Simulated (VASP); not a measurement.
# Si16NO30 (a cell with a defect) in VASP: single point with PBE

Aim: the single point of Si16NO30 (a cell with a defect) with PBE.

All numbers are computed with VASP 6.6.1; they aren't measurements. Logs are shortened: lines on timing, memory, paths and dates and some standing lists are left out, and cuts for length are marked.

## 1. The cell of the first run

The cell holds a defect, 47 atoms: a = 8.691 Å, b = 8.691 Å, c = 7.050 Å, α = 89.29°, β = 89.29°, γ = 89.99°.

## 2. Single point, PBE, collinear spin, ferromagnetic start

The input, INCAR:

```
SYSTEM = Si16NO30
PREC = Accurate ; ENCUT = 520
EDIFF = 1E-6 ; ISMEAR = 0
SIGMA = 0.05 ; LREAL = Auto
LASPH = .TRUE. ; NELM = 200
ALGO = Normal ; ISIF = 2
LWAVE = .FALSE. ; LCHARG = .FALSE.
ISPIN = 2 ; MAGMOM = 0 0 0 0 0 0 0 0 0 0 0 0 0 0 0 0 0 0 0 0 0 0 0 0 0 0 0 0 0 0 0 0 0 0 0 0 0 0 0 0 0 0 0 0 0 0 1
LORBIT = 11 ; GGA = PE
NBANDS = 158 ; GGA_COMPAT = .FALSE.
```

The input, KPOINTS:

```
regular mesh
0
G
  1 1 2
  0 0 0
```

The input, POSCAR:

```
Si16NO30
1.0
    0.1074490000      6.1453500000      6.1453170000
    0.1074490000     -6.1453500000      6.1453170000
    7.0500000000      0.0000000000      0.0000000000
Si O N
16 30 1
Direct
    0.1655655948      0.9087109506      0.6577201554
    0.3633799550      0.0751488525      0.1018079427
    0.3137223348      0.6102718346      0.8544780265
    0.1429348999      0.4237301359      0.3963955545
    0.3652494187      0.1805192884      0.5218054834
    0.5660284359      0.3956103877      0.7368971414
    0.1413038851      0.3162535509      0.9846028797
    0.9539106640      0.0907185915      0.7436246792
    0.6758502320      0.3983942261      0.1469414896
    0.8534852766      0.5807978948      0.5982850944
    0.8214531156      0.1046889888      0.3501179518
    0.6517203172      0.9153728982      0.8984278727
    0.8663996244      0.6753257469      0.0122210395
    0.0707331458      0.8880873778      0.2322986592
    0.6299876399      0.8218674336      0.4877491944
    0.4267564916      0.6170121234      0.2646201616
    0.7437244219      0.2481836927      0.2466085356
    0.5167724343      0.0081099911      0.0040356603
    0.0188017308      0.7376701050      0.1144978618
    0.4770116565      0.7709261872      0.3752810737
    0.5815664153      0.3517588549      0.9600252595
    0.4063110574      0.1556182541      0.2998185405
    0.9153889323      0.1611106232      0.5340577758
    0.0954474274      0.3303235408      0.2078535261
    0.3148785596      0.0205080794      0.6234963786
    0.2332096903      0.9429329130      0.1351347273
    0.1775521520      0.4863890083      0.9003685530
    0.2608425580      0.5632190002      0.3464348369
    0.2922995049      0.2070868310      0.9617980374
    0.2242927738      0.3028989096      0.5421129877
    0.4377568760      0.5316729818      0.7080509998
    0.2337828067      0.7638216774      0.7751926730
   -0.0048276506      0.4983103474      0.4953504445
    0.5178225165      0.2422962231      0.6247330904
    1.0016505821      0.2374025221      0.8717799766
    0.9051012752      0.6731607057      0.7860454373
    0.4093511157      0.6563320805      0.0412354215
    0.5864837408      0.8299988416      0.7125024808
    0.8226654090      0.5059914818      0.0916385390
    0.7331988141      0.4467798020      0.6593996755
    0.6837722276      0.9887067599      0.4114079006
    0.7937565823      0.0261303976      0.8344062216
    0.7688165546      0.6994142978      0.4531234460
    0.5551595715      0.4820106378      0.2918282924
    0.7184325777      0.7875574194      0.0474865741
    0.9424335054      0.0233314197      0.2041996647
    0.0776345196      0.8425675021      0.4656508117
```

Potentials or basis: VASP PAW PBE potentials, release 64 (Si, O, N).

Command:

```sh
$ cat potpaw_PBE.64/Si/POTCAR potpaw_PBE.64/O/POTCAR potpaw_PBE.64/N/POTCAR > POTCAR
$ mpirun -np 1 vasp_std > vasp.out
```

OUTCAR:

```text
SYSTEM = Si16NO30
   PREC = Accurate
   ENCUT = 520
   EDIFF = 1E-6
   ISMEAR = 0
   LREAL = Auto
   LASPH = .TRUE.
   NELM = 200
   ISIF = 2
   ISPIN = 2
   LORBIT = 11
   GGA = PE

 ion  position               nearest neighbor table
   1  0.166  0.909  0.658-  32 1.62  25 1.64  47 1.67   8 2.50   5 3.07  14 3.13
   2  0.363  0.075  0.102-  18 1.61  22 1.62  26 1.63  29 1.63   7 2.97   5 3.11  14 3.14
   3  0.314  0.610  0.854-  32 1.60  37 1.62  27 1.63  31 1.64   6 2.99  16 3.07   7 3.09
   4  0.143  0.424  0.396-  33 1.60  28 1.62  24 1.62  30 1.63   5 3.00   7 3.06  16 3.11
   5  0.365  0.181  0.522-  34 1.61  25 1.61  22 1.62  30 1.63   6 3.00   4 3.00   1 3.07   2 3.11
[... 47 lines left out ...]
  46  0.942  0.023  0.204-  11 1.63  14 1.63
  47  0.078  0.843  0.466-   1 1.67  14 1.69

  LATTYP: Found a base centered monoclinic cell.
 ALAT       =    12.2925125695
 B/A-ratio  =     0.9998525469
 C/A-ratio  =     0.5735198528
 COS(beta)  =    -0.0174820240

  Lattice vectors:

 A1 = (  -0.1074490000,  -6.1453500000,  -6.1453170000)
 A2 = (  -0.1074490000,   6.1453500000,  -6.1453170000)
 A3 = (   7.0500000000,   0.0000000000,   0.0000000000)

Analysis of symmetry for initial positions (statically):
=====================================================================
 Subroutine PRICEL returns:
 Original cell was already a primitive cell.

 Routine SETGRP: Setting up the symmetry group for a
 base centered monoclinic supercell.

 Subroutine GETGRP returns: Found  1 space group operations
 (whereof  1 operations were pure point group operations)
 out of a pool of  4 trial point group operations.

The static configuration has the point symmetry C_1 .

Analysis of symmetry for dynamics (positions and initial velocities):
=====================================================================
 Subroutine PRICEL returns:
 Original cell was already a primitive cell.

 Routine SETGRP: Setting up the symmetry group for a
 base centered monoclinic supercell.

 Subroutine GETGRP returns: Found  1 space group operations
 (whereof  1 operations were pure point group operations)
 out of a pool of  4 trial point group operations.

The dynamic configuration has the point symmetry C_1 .

Analysis of structural, dynamic, and magnetic symmetry:
=====================================================================
 Subroutine PRICEL returns:
 Original cell was already a primitive cell.

 Routine SETGRP: Setting up the symmetry group for a
 base centered monoclinic supercell.

 Subroutine GETGRP returns: Found  1 space group operations
 (whereof  1 operations were pure point group operations)
 out of a pool of  4 trial point group operations.

The overall configuration has the point symmetry C_1 .

 Subroutine INISYM returns: Found  1 space group operations
 (whereof  1 operations are pure point group operations),
 and found     1 'primitive' translations

----------------------------------------------------------------------------------------

                                     Primitive cell

  volume of cell :     532.4882

  direct lattice vectors                    reciprocal lattice vectors
     0.107449000  6.145350000  6.145317000     0.000000000  0.081362331  0.081362768
     0.107449000 -6.145350000  6.145317000     0.000000000 -0.081362331  0.081362768
     7.050000000  0.000000000  0.000000000     0.141843972  0.000000000 -0.002480099

  length of vectors
     8.691478179  8.691478179  7.050000000     0.115064021  0.115064021  0.141865652

  position of ions in fractional coordinates (direct lattice)
     0.165565595  0.908710951  0.657720155
     0.363379955  0.075148852  0.101807943
     0.313722335  0.610271835  0.854478026
     0.142934900  0.423730136  0.396395555
     0.365249419  0.180519288  0.521805483
     0.566028436  0.395610388  0.736897141
[... 39 lines left out ...]
     0.942433505  0.023331420  0.204199665
     0.077634520  0.842567502  0.465650812

  ion indices of the primitive-cell ions
   primitive index   ion index
[... 79 lines left out ...]
   number of dos      NEDOS =    301   number of ions     NIONS =     47
   total plane-waves  NPLWV = 264600
   dimension x,y,z NGX =    70 NGY =   70 NGZ =   54
   dimension x,y,z NGXF=   140 NGYF=  140 NGZF=  108
   ions per type =              16  30   1
   NGX,Y,Z   is equivalent  to a cutoff of  13.39, 13.39, 12.73 a.u.
   NGXF,Y,Z  is equivalent  to a cutoff of  26.78, 26.78, 25.47 a.u.
 SYSTEM =  Si16NO30
   PREC   = accura    normal or accurate (medium, high low for compatibility)
   ISTART =      0    job   : 0-new  1-cont  2-samecut
   ICHARG =      2    charge: 1-file 2-atom 10-const
   ISPIN  =      2    spin polarized calculation?
   LNONCOLLINEAR =      F non collinear calculations
   LSORBIT =      F    spin-orbit coupling
   LASPH  =      T    aspherical Exc in radial PAW
   ENCUT  =  520.0 eV  38.22 Ry    6.18 a.u.  16.16 16.16 13.11*2*pi/ulx,y,z
   NELM   =    200;   NELMIN=  2; NELMDL= -5     # of ELM steps
   EDIFF  = 0.1E-05   stopping-criterion for ELM
   LREAL  =      T    real-space projection
   EDIFFG = 0.1E-04   stopping-criterion for IOM
   NSW    =      0    number of steps for IOM
   IBRION =     -1    ionic relax: 0-MD 1-quasi-New 2-CG
   NFREE  =      0    steps in history (QN), initial steepest desc. (CG)
   ISIF   =      2    stress and relaxation
   ISYM   =      2    0-nonsym 1-usesym 2-fastsym
   POTIM  = 0.5000    time-step for ionic-motion
   TEBEG  =    0.0;   TEEND  =   0.0 temperature during run
   PSTRESS=    0.0 pullay stress
   NELECT =     249.0000    total number of electrons
   NUPDOWN=      -1.0000    fix difference up-down
   EMIN   =  10.00;   EMAX   =-10.00  energy-range for DOS
   EFERMI =   0.00;   METHOD = LEGACY
   ISMEAR =     0;   SIGMA  =   0.05  broadening in eV -4-tet -1-fermi 0-gaus
   EFERMI_NEDOS =   21; number of points for ismear=-14 and -15
   IALGO  =     38    algorithm
   IMIX   =      4    mixing-type and parameters
     AMIX     =   0.40;   BMIX     =  1.00
     AMIX_MAG =   1.60;   BMIX_MAG =  1.00
  volume/ion in A,a.u.               =      11.33        76.46
  Fermi-wavevector in a.u.,A,eV,Ry     =   1.270685  2.401247 21.968519  1.614641
  Thomas-Fermi vector in A             =   2.403659
   LORBIT       =     11    0 simple, 1 ext, 2 COOP (PROOUT), +10 PAW based schemes
   GGA     = PE    functional components
   LHFCALC =     F    Hartree Fock is set to
   AEXX    =    0.0000 exact exchange contribution
   IVDW    =     0    specifies the selected vdW correction
   LEPSILON=     F    determine dielectric tensor
   LRPA    =     F    only Hartree local field effects (RPA)
 spin polarized calculation
 Gauss-broadening in eV      SIGMA  =   0.05
  energy-cutoff  :      520.00
  volume of cell :      532.49
 maximum number of plane-waves:     14334
 NGX is ok and might be reduce to    70
   NGX = 33   NGY = 33   NGZ = 27

 number of electron     248.9999992 magnetization       1.0000002

 Free energy of the ion-electron system (eV)
  ---------------------------------------------------
  ext. energy  EPLUGINS =         0.00000000
  ---------------------------------------------------
  free energy    TOTEN  =      -365.38058748 eV

  energy without entropy =     -365.38058748  energy(sigma->0) =     -365.38058748

 E-fermi :   3.3991     XC(G=0):  -9.9440

 val. band max:        3.1408815528   @ k =   0.0000   0.0000   0.0000
 cond. band min:       4.1091838965   @ k =   0.0000   0.0000   0.0000
 fundamental gap:      0.9683023437
 Fermi energy:         3.3991119617

 spin component 1

 k-point     1 :       0.0000    0.0000    0.0000
  band No.  band energies     occupation
      1     -17.2323      1.00000
      2     -16.7269      1.00000
      3     -16.6216      1.00000
      4     -16.4148      1.00000
      5     -16.3961      1.00000
      6     -16.3580      1.00000
[... 267 lines left out ...]
    135      11.2524      0.00000
    136      11.3108      0.00000
 Fermi energy:         3.3991119617

 spin component 2

 k-point     1 :       0.0000    0.0000    0.0000
  band No.  band energies     occupation
      1     -17.2268      1.00000
      2     -16.7225      1.00000
      3     -16.6131      1.00000
      4     -16.4118      1.00000
      5     -16.3911      1.00000
      6     -16.3510      1.00000
[... 267 lines left out ...]
    135      11.2575      0.00000
    136      11.3167      0.00000
 [bands above 136 left out]

------------------------ aborting loop because EDIFF is reached ----------------------------------------

  FORCE on cell =-STRESS in cart. coord.  units (eV):
  Direction    XX          YY          ZZ          XY          YZ          ZX
  --------------------------------------------------------------------------------------
  -------------------------------------------------------------------------------------
  Total       23.4242008     16.4504719     23.1341578      4.2547176     -1.6944347      2.3973186
  in kB       70.4799098     49.4970046     69.6072139     12.8018075     -5.0983002      7.2131724
  external PRESSURE =      63.1947094 kB  Pullay stress =       0.0000000 kB

 VOLUME and BASIS-vectors are now :
 -----------------------------------------------------------------------------
  energy-cutoff  :      520.00
  volume of cell :      532.49
      direct lattice vectors                 reciprocal lattice vectors
     0.107449000  6.145350000  6.145317000     0.000000000  0.081362331  0.081362768
     0.107449000 -6.145350000  6.145317000     0.000000000 -0.081362331  0.081362768
     7.050000000  0.000000000  0.000000000     0.141843972  0.000000000 -0.002480099

 POSITION                                       TOTAL-FORCE (eV/Angst)
 -----------------------------------------------------------------------------------
      4.75236     -4.56689      6.60177         0.039538     -0.018950     -0.021480
      0.76487      1.77128      2.69490        -0.027439      0.063312      0.029289
      6.12335     -1.82240      5.67824        -0.021385     -0.058410      0.021481
      2.85548     -1.72559      3.48234         0.034650     -0.064816     -0.022836
      3.73737      1.13523      3.35392         0.019241      0.046639      0.015992
      5.29845      1.04728      5.90958        -0.021170      0.047375     -0.008364
[... 39 lines left out ...]
      1.54338      5.64820      5.93493        -0.003251      0.011246      0.000345
      3.38171     -4.70078      5.65493        -0.020176     -0.005019     -0.008629
 -----------------------------------------------------------------------------------
    total drift:                               -0.007731     -0.003794      0.009535

  FREE ENERGIE OF THE ION-ELECTRON SYSTEM (eV)
  ---------------------------------------------------
  free  energy   TOTEN  =      -365.3805874827 eV

  energy  without entropy=     -365.3805874827  energy(sigma->0) =     -365.38058748

 total charge

# of ion       s       p       d       tot
------------------------------------------
    1        0.675   0.970   0.000   1.644
    2        0.639   0.992   0.000   1.630
    3        0.640   0.988   0.000   1.628
    4        0.642   0.999   0.000   1.641
    5        0.648   1.004   0.000   1.652
    6        0.647   1.000   0.000   1.647
[... 39 lines left out ...]
   46        1.556   3.673   0.000   5.230
   47        1.268   2.532   0.000   3.800
--------------------------------------------------
tot         58.192 129.311   0.000 187.503

 magnetization (x)

# of ion       s       p       d       tot
------------------------------------------
    1        0.003   0.000   0.000   0.003
    2        0.000   0.000   0.000   0.000
    3        0.001   0.000   0.000   0.001
    4       -0.000  -0.000   0.000  -0.000
    5        0.000   0.000   0.000   0.000
    6        0.000   0.000   0.000   0.000
[... 39 lines left out ...]
   46        0.000   0.032   0.000   0.033
   47        0.013   0.429   0.000   0.442
--------------------------------------------------
tot          0.040   0.578   0.000   0.618
```

Run time: 13 min. Hardware: 1 thread of Intel Xeon Platinum 8259CL at 2.50GHz (Skylake/Cascade Lake), shared host; peak memory 0.89 GiB.

What came out:

| Quantity | Value |
| --- | --- |
| Free energy | -365.3806 eV |
| Pressure | 6.3 GPa |
| Largest force | 0.092 eV/Å |
| Band gap on the k mesh | 0.97 eV |
| Net moment | 1.00 μB per cell |
| Site moments | Si +0.00, -0.00, +0.04, -0.01 (each value once); O +0.00, +0.01, -0.00, +0.03 (each value once); N +0.44 μB |
| Valence electrons inside the program's atomic spheres | Si 1.64, 1.63, 1.65, 1.61, 1.66 (each value once); O 5.29, 5.27, 5.25, 5.24, 5.22, 5.26, 5.28, 5.23 (each value once); N 3.80 |

Forces on the atoms (eV/Å):
```
Si   0.040 -0.019 -0.021
Si  -0.027  0.063  0.029
Si  -0.021 -0.058  0.021
Si   0.035 -0.065 -0.023
Si   0.019  0.047  0.016
Si  -0.021  0.047 -0.008
Si  -0.029 -0.050 -0.030
Si   0.023  0.024  0.016
Si   0.035  0.068 -0.027
Si  -0.029  0.064  0.001
Si  -0.031 -0.085  0.016
Si   0.034 -0.063  0.007
Si   0.017  0.047  0.009
Si  -0.007  0.053 -0.001
Si  -0.020 -0.048 -0.010
Si   0.019 -0.032  0.015
O   -0.001  0.003  0.000
O   -0.004  0.003 -0.009
O    0.006 -0.012  0.009
O   -0.006  0.008 -0.005
O   -0.002 -0.013  0.009
O    0.002 -0.012 -0.018
O   -0.014  0.014 -0.010
O    0.000  0.009  0.014
O   -0.001 -0.016  0.006
O    0.008 -0.017 -0.001
O    0.006  0.013  0.006
O   -0.003  0.014 -0.003
O   -0.004 -0.002 -0.001
O   -0.004  0.006  0.005
O   -0.003  0.001 -0.001
O   -0.017 -0.001  0.003
O    0.007 -0.004  0.009
O   -0.002 -0.012 -0.007
O    0.008  0.017  0.015
O   -0.003 -0.010 -0.005
O    0.003  0.007 -0.011
O   -0.006  0.011  0.001
O   -0.003 -0.014 -0.003
O    0.007 -0.019  0.010
O    0.006  0.015  0.006
O   -0.007  0.017 -0.021
O   -0.004 -0.001  0.005
O    0.007 -0.008 -0.001
O    0.012  0.001 -0.003
O   -0.003  0.011  0.000
N   -0.020 -0.005 -0.009
```

Stress tensor (GPa, compression positive):
```
 7.05  1.28  0.72
 1.28  4.95 -0.51
 0.72 -0.51  6.96
```

Caveat: the k points lie up to 0.72 Å⁻¹ apart.
